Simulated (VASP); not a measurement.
# Al (P2_1/m) in VASP: further runs

The runs below take Al through single point, with PBEsol+D3(BJ).

Everything below comes from runs of VASP 6.6.1. Logs are shortened: lines on timing, memory, paths and dates and some standing lists are left out, and cuts for length are marked.

## (1) The cell of the first run

The structure is monoclinic, space group P2_1/m (No. 11). Conventional cell: a = 2.812 Å, b = 4.867 Å, c = 2.812 Å, α = 90.00°, β = 120.00°, γ = 90.00°. Al (site symmetry m) has 12 Al at 2.69 to 3.26 Å within 3.5 Å.

## (2) Single point, PBEsol+D3(BJ) (atom 1 (Al) moved by (-0.600, +0.000) A along x and y)

The input, INCAR:

```
SYSTEM = Al
  ALGO = Fast
  EDIFF = 1E-6
  ENCUT = 520
  GGA = PS
  ISIF = 2
  ISMEAR = 0
  IVDW = 12
  LASPH = .True.
  LCHARG = .False.
  LREAL = .False.
  LWAVE = .False.
  NBANDS = 10
  NELM = 60
  PREC = Accurate
  SIGMA = 0.15
```

The input, KPOINTS:

```
k-points
0
Gamma
  18 18 10
  0 0 0
```

The input, POSCAR:

```
Al
1.0
    2.8124553515      0.0000000000      0.0000000000
   -1.4062276757      2.4356577814      0.0000000000
    0.0000000000      0.0000000000      4.8668500000
Al
2
Direct
    0.4533299466      0.3333333333      0.7500000000
    0.3333333333      0.6666666667      0.2500000000
```

Potentials or basis: VASP PAW PBE potentials, release 64 (Al).

On the command line:

```sh
cat potpaw_PBE.64/Al/POTCAR > POTCAR
mpirun -np 1 vasp_std > vasp.out
```

OUTCAR:

```text
SYSTEM = Al
   EDIFF = 1E-6
   ENCUT = 520
   GGA = PS
   ISIF = 2
   ISMEAR = 0
   IVDW = 12
   LASPH = .True.
   LREAL = .False.
   NELM = 60
   PREC = Accurate
 IVDW          = 12

 ion  position               nearest neighbor table
   1  0.453  0.333  0.750-   2 2.69   2 2.69   2 2.99   2 2.99   2 3.26   2 3.26
   2  0.333  0.667  0.250-   1 2.69   1 2.69   1 2.99   1 2.99   1 3.26   1 3.26

  LATTYP: Found a hexagonal cell.
 ALAT       =     2.8124553515
 C/A-ratio  =     1.7304630267

  Lattice vectors:

 A1 = (   2.8124553515,   0.0000000000,   0.0000000000)
 A2 = (  -1.4062276757,   2.4356577814,   0.0000000000)
 A3 = (   0.0000000000,   0.0000000000,   4.8668500000)

Analysis of symmetry for initial positions (statically):
=====================================================================
 Subroutine PRICEL returns:
 Original cell was already a primitive cell.

 Routine SETGRP: Setting up the symmetry group for a
 hexagonal supercell.

 Subroutine GETGRP returns: Found  4 space group operations
 (whereof  1 operations were pure point group operations)
 out of a pool of 24 trial point group operations.

The static configuration has the point symmetry C_1 .
 The point group associated with its full space group is C_2h.

Analysis of symmetry for dynamics (positions and initial velocities):
=====================================================================
 Subroutine PRICEL returns:
 Original cell was already a primitive cell.

 Routine SETGRP: Setting up the symmetry group for a
 hexagonal supercell.

 Subroutine GETGRP returns: Found  4 space group operations
 (whereof  1 operations were pure point group operations)
 out of a pool of 24 trial point group operations.

The dynamic configuration has the point symmetry C_1 .
 The point group associated with its full space group is C_2h.

 Subroutine INISYM returns: Found  4 space group operations
 (whereof  1 operations are pure point group operations),
 and found     1 'primitive' translations

----------------------------------------------------------------------------------------

                                     Primitive cell

  volume of cell :      33.3388

  direct lattice vectors                    reciprocal lattice vectors
     2.812455352  0.000000000  0.000000000     0.355561200  0.205283355  0.000000000
    -1.406227676  2.435657781  0.000000000     0.000000000  0.410566709  0.000000000
     0.000000000  0.000000000  4.866850000     0.000000000  0.000000000  0.205471712

  length of vectors
     2.812455352  2.812455351  4.866850000     0.410566709  0.410566709  0.205471712

  position of ions in fractional coordinates (direct lattice)
     0.453329947  0.333333333  0.750000000
     0.333333333  0.666666667  0.250000000

  ion indices of the primitive-cell ions
   primitive index   ion index
                 1           1
                 2           2

----------------------------------------------------------------------------------------

 KPOINTS: k-points

Automatic generation of k-mesh.
 Grid dimensions read from file:
 generate k-points for:   18   18   10

 Generating k-lattice:

  Cartesian coordinates                     Fractional coordinates (reciprocal lattice)
     0.019753400  0.011404631  0.000000000     0.055555556  0.000000000  0.000000000
     0.000000000  0.022809262  0.000000000     0.000000000  0.055555556  0.000000000
     0.000000000  0.000000000  0.020547171     0.000000000  0.000000000  0.100000000

  Length of vectors
     0.022809262  0.022809262  0.020547171

  Shift w.r.t. Gamma in fractional coordinates (k-lattice)
     0.000000000  0.000000000  0.000000000

 Subroutine IBZKPT returns following result:
 ===========================================

 Found    984 irreducible k-points:

 Following reciprocal coordinates:
            Coordinates               Weight
  0.000000  0.000000  0.000000      1.000000
  0.055556  0.000000  0.000000      2.000000
  0.000000  0.055556  0.000000      2.000000
 -0.055556  0.055556  0.000000      2.000000
  0.111111  0.000000  0.000000      2.000000
  0.000000  0.111111  0.000000      2.000000
[... 16 lines left out ...]
  0.444444  0.000000  0.000000      2.000000
  0.000000  0.444444  0.000000      2.000000
 [... further k-points ...]
   k-points           NKPTS =    984   k-points in BZ     NKDIM =    984   number of bands    NBANDS=     10
   number of dos      NEDOS =    301   number of ions     NIONS =      2
   total plane-waves  NPLWV =  20736
   dimension x,y,z NGX =    24 NGY =   24 NGZ =   36
   dimension x,y,z NGXF=    48 NGYF=   48 NGZF=   72
   ions per type =               2
   NGX,Y,Z   is equivalent  to a cutoff of  14.19, 14.19, 12.30 a.u.
   NGXF,Y,Z  is equivalent  to a cutoff of  28.37, 28.37, 24.59 a.u.
 SYSTEM =  Al
   PREC   = accura    normal or accurate (medium, high low for compatibility)
   ISTART =      0    job   : 0-new  1-cont  2-samecut
   ICHARG =      2    charge: 1-file 2-atom 10-const
   ISPIN  =      1    spin polarized calculation?
   LNONCOLLINEAR =      F non collinear calculations
   LSORBIT =      F    spin-orbit coupling
   LASPH  =      T    aspherical Exc in radial PAW
   ENCUT  =  520.0 eV  38.22 Ry    6.18 a.u.   5.23  5.23  9.05*2*pi/ulx,y,z
   NELM   =     60;   NELMIN=  2; NELMDL= -5     # of ELM steps
   EDIFF  = 0.1E-05   stopping-criterion for ELM
   LREAL  =      F    real-space projection
   EDIFFG = 0.1E-04   stopping-criterion for IOM
   NSW    =      0    number of steps for IOM
   IBRION =     -1    ionic relax: 0-MD 1-quasi-New 2-CG
   NFREE  =      0    steps in history (QN), initial steepest desc. (CG)
   ISIF   =      2    stress and relaxation
   ISYM   =      2    0-nonsym 1-usesym 2-fastsym
   POTIM  = 0.5000    time-step for ionic-motion
   TEBEG  =    0.0;   TEEND  =   0.0 temperature during run
   PSTRESS=    0.0 pullay stress
   NELECT =       6.0000    total number of electrons
   NUPDOWN=      -1.0000    fix difference up-down
   EMIN   =  10.00;   EMAX   =-10.00  energy-range for DOS
   EFERMI =   0.00;   METHOD = LEGACY
   ISMEAR =     0;   SIGMA  =   0.15  broadening in eV -4-tet -1-fermi 0-gaus
   EFERMI_NEDOS =   21; number of points for ismear=-14 and -15
   IALGO  =     68    algorithm
   IMIX   =      4    mixing-type and parameters
     AMIX     =   0.40;   BMIX     =  1.00
     AMIX_MAG =   1.60;   BMIX_MAG =  1.00
  volume/ion in A,a.u.               =      16.67       112.49
  Fermi-wavevector in a.u.,A,eV,Ry     =   0.924291  1.746656 11.623640  0.854313
  Thomas-Fermi vector in A             =   2.050021
   LORBIT       =      0    0 simple, 1 ext, 2 COOP (PROOUT), +10 PAW based schemes
   GGA     = PS    functional components
   LHFCALC =     F    Hartree Fock is set to
   AEXX    =    0.0000 exact exchange contribution
   IVDW    =    12    specifies the selected vdW correction
   LEPSILON=     F    determine dielectric tensor
   LRPA    =     F    only Hartree local field effects (RPA)
 non-spin polarized calculation
 RMM-DIIS sequential band-by-band and
 Gauss-broadening in eV      SIGMA  =   0.15
  energy-cutoff  :      520.00
  volume of cell :       33.34
 maximum number of plane-waves:       920
 NGX is ok and might be reduce to    24
   NGX = 11   NGY = 11   NGZ = 19

 number of electron       6.0000000 magnetization

 Free energy of the ion-electron system (eV)
  ---------------------------------------------------
  ext. energy  EPLUGINS =         0.00000000
  ---------------------------------------------------
  free energy    TOTEN  =        -7.98882821 eV

  energy without entropy =       -7.97972336  energy(sigma->0) =       -7.98427579

 E-fermi :   7.7723     XC(G=0): -10.2141

 val. band max:        7.7720770021   @ k =  -0.3889   0.5000   0.0000
 cond. band min:       7.7724789551   @ k =   0.4444   0.3333   0.3000
 fundamental gap:      0.0004019531
 Fermi energy:         7.7722763464

 k-point     1 :       0.0000    0.0000    0.0000
  band No.  band energies     occupation
      1      -3.2287      2.00000
      2       2.7803      2.00000
      3       2.9791      2.00000
      4      18.0050      0.00000
      5      19.3038      0.00000
      6      19.4202      0.00000
      7      19.8889      0.00000
      8      20.2404      0.00000
      9      20.5641      0.00000
     10      20.9799      0.00000

 k-point     2 :       0.0556    0.0000    0.0000
  band No.  band energies     occupation
      1      -3.1518      2.00000
      2       2.8560      2.00000
      3       3.0504      2.00000
      4      17.0330      0.00000
      5      18.2755      0.00000
      6      19.4675      0.00000
      7      19.7292      0.00000
      8      20.2934      0.00000
      9      20.9595      0.00000
     10      21.6717      0.00000

 k-point     3 :       0.0000    0.0556    0.0000
  band No.  band energies     occupation
      1      -3.1518      2.00000
      2       2.8558      2.00000
      3       3.0507      2.00000
      4      17.2798      0.00000
      5      18.1607      0.00000
      6      18.9342      0.00000
      7      19.9177      0.00000
      8      20.2780      0.00000
      9      21.0735      0.00000
     10      21.8445      0.00000

 k-point     4 :      -0.0556    0.0556    0.0000
  band No.  band energies     occupation
      1      -3.1517      2.00000
      2       2.8557      2.00000
      3       3.0507      2.00000
      4      17.4453      0.00000
      5      18.1100      0.00000
      6      18.5453      0.00000
      7      20.2727      0.00000
      8      20.6383      0.00000
      9      20.8744      0.00000
     10      21.4639      0.00000
[... 222 lines left out ...]
 k-point    22 :      -0.3889    0.3889    0.0000
  band No.  band energies     occupation
      1       0.4910      2.00000
      2       5.4523      2.00000
      3       6.4883      2.00000
      4       6.8989      2.00000
      5      11.5851      0.00000
      6      11.6582      0.00000
      7      14.4560      0.00000
      8      15.2358      0.00000
      9      19.6141      0.00000
     10      20.2432      0.00000

 k-point    23 :       0.4444    0.0000    0.0000
  band No.  band energies     occupation
      1       1.6073      2.00000
      2       4.2619      2.00000
      3       7.3820      1.99977
      4       7.3886      1.99970
      5      10.2506      0.00000
      6      10.5419      0.00000
      7      14.1595      0.00000
      8      15.7571      0.00000
      9      19.6690      0.00000
     10      19.8942      0.00000

 k-point    24 :       0.0000    0.4444    0.0000
  band No.  band energies     occupation
      1       1.6070      2.00000
      2       4.2203      2.00000
      3       7.5055      1.98811
      4       7.5978      1.90003
      5      10.1923      0.00000
      6      10.2721      0.00000
      7      14.4017      0.00000
      8      14.9425      0.00000
      9      20.1979      0.00000
     10      20.3718      0.00000

 [... further k-points ...]

------------------------ aborting loop because EDIFF is reached ----------------------------------------

 Edisp (eV)   -0.62805

 E8    (eV) :    -0.4229

  FORCE on cell =-STRESS in cart. coord.  units (eV):
  Direction    XX          YY          ZZ          XY          YZ          ZX
  --------------------------------------------------------------------------------------
  -------------------------------------------------------------------------------------
  Total      -0.65073    -0.67376    -0.11927    -0.01122     0.00000     0.00000
  in kB     -31.27219   -32.37926    -5.73187    -0.53931     0.00000     0.00000
  external pressure =      -23.13 kB  Pullay stress =        0.00 kB

 VOLUME and BASIS-vectors are now :
 -----------------------------------------------------------------------------
  energy-cutoff  :      520.00
  volume of cell :       33.34
      direct lattice vectors                 reciprocal lattice vectors
     2.812455352  0.000000000  0.000000000     0.355561200  0.205283355  0.000000000
    -1.406227676  2.435657781  0.000000000     0.000000000  0.410566709  0.000000000
     0.000000000  0.000000000  4.866850000     0.000000000  0.000000000  0.205471712

 POSITION                                       TOTAL-FORCE (eV/Angst)
 -----------------------------------------------------------------------------------
      0.80623      0.81189      3.65014         0.354001     -0.288384     -0.000000
     -0.00000      1.62377      1.21671        -0.354001      0.288384      0.000000
 -----------------------------------------------------------------------------------
    total drift:                               -0.000000     -0.000000     -0.000000

  FREE ENERGIE OF THE ION-ELECTRON SYSTEM (eV)
  ---------------------------------------------------
  free  energy   TOTEN  =        -8.6168784928 eV

  energy  without entropy=       -8.6077736489  energy(sigma->0) =       -8.61232607
```

Wall time 83 s (1 thread of Intel Xeon Platinum 8559C (Emerald Rapids), shared host); peak memory 0.37 GiB.

Results:

| Quantity | Value |
| --- | --- |
| Free energy | -8.6169 eV |
| Pressure | -2.3 GPa |
| Largest force | 0.457 eV/Å |
| Band gap on the k mesh | zero (band 3 reaches 11.38 eV, above the bottom of band 4 at 4.52 eV) |
| Dispersion energy per atom | -0.314 eV |

Forces on the atoms (eV/Å):
```
Al   0.354 -0.288  0.000
Al  -0.354  0.288  0.000
```

Stress tensor (GPa, compression positive):
```
-3.13 -0.05  0.00
-0.05 -3.24  0.00
 0.00  0.00 -0.57
```

Caveat: the cell differs from its parent crystal (atom 1 (Al) moved by (-0.600, +0.000) A along x and y); the PAW data sets were made with another functional, which shifts forces and pressure a little; pairwise dispersion overbinds metals, which lowers pressure and volume.

## (3) Single point, PBEsol+D3(BJ) (atom 1 (Al) moved by (-0.600, +0.600) A along x and y)

The input, INCAR:

```
PREC     = Accurate       # precision mode
ENCUT    = 520            # plane-wave cutoff, eV
EDIFF    = 1E-6           # SCF threshold, eV
ISMEAR   = 0              # smearing method
SIGMA    = 0.15           # smearing width, eV
LREAL    = F              # projectors in reciprocal space
LASPH    = T              # aspherical terms in the spheres
NELM     = 100            # most SCF steps
ALGO     = Fast           # electronic algorithm
ISIF     = 2              # what is computed and relaxed
LWAVE    = F              # write WAVECAR
LCHARG   = F              # write CHGCAR
GGA      = PS             # functional
IVDW     = 12             # dispersion correction
NBANDS   = 10             # bands
```

The input, KPOINTS:

```
regular mesh
0
Gamma
  18 18 10
```

POSCAR: that of step 2 with these lines changed.

```diff
@@ -8,3 +8,3 @@
 Direct
-    0.4533299466      0.3333333333      0.7500000000
+    0.5764999594      0.5796733588      0.7500000000
     0.3333333333      0.6666666667      0.2500000000
```

Potentials or basis: VASP PAW PBE potentials, release 64 (Al).

On the command line:

```sh
cat potpaw_PBE.64/Al/POTCAR > POTCAR
mpirun -np 1 vasp_std > vasp.out
```

It took 82 s on 1 thread of Intel Xeon Platinum 8559C (Emerald Rapids), shared host; peak memory 0.36 GiB.

Results (log left out):

* Free energy: -8.4241 eV
* Pressure: 0.9 GPa
* Largest force: 0.751 eV/Å
* Band gap on the k mesh: zero (band 3 reaches 11.07 eV, above the bottom of band 4 at 4.47 eV)
* Dispersion energy per atom: -0.314 eV

Forces in eV/Å, atoms in the order of the input:
```
Al   0.723 -0.201  0.000
Al  -0.723  0.201  0.000
```

Stress tensor (GPa, compression positive):
```
-2.43 -0.11  0.00
-0.11 -2.77  0.00
 0.00  0.00  8.00
```

Levels at points of the mesh, in eV from the Fermi level:
| k point | band 1 | band 2 | band 3 | band 4 | band 5 | band 6 |
| --- | --- | --- | --- | --- | --- | --- |
| (0.00, 0.00, 0.00) | -10.95 | -4.93 | -4.77 | 9.78 | 11.59 | 11.72 |
| (0.50, 0.00, 0.00) | -4.94 | -4.78 | 0.31 | 0.52 | 1.69 | 1.84 |
| (0.00, 0.50, 0.00) | -4.96 | -4.74 | 0.16 | 0.31 | 1.81 | 2.08 |
| (0.50, 0.50, 0.00) | -4.93 | -4.80 | 0.44 | 0.69 | 1.57 | 1.66 |
| (0.00, 0.00, 0.50) | -9.40 | -9.40 | 2.37 | 2.37 | 12.64 | 12.64 |
| (0.50, 0.00, 0.50) | -3.65 | -3.65 | -3.06 | -3.06 | 6.72 | 6.72 |
| (0.00, 0.50, 0.50) | -3.50 | -3.50 | -3.24 | -3.24 | 6.79 | 6.79 |
| (0.50, 0.50, 0.50) | -3.71 | -3.71 | -2.98 | -2.98 | 6.69 | 6.69 |

Caveat: the cell differs from its parent crystal (atom 1 (Al) moved by (-0.600, +0.600) A along x and y); the PAW data sets were made with another functional, which shifts forces and pressure a little; pairwise dispersion overbinds metals, which lowers pressure and volume.
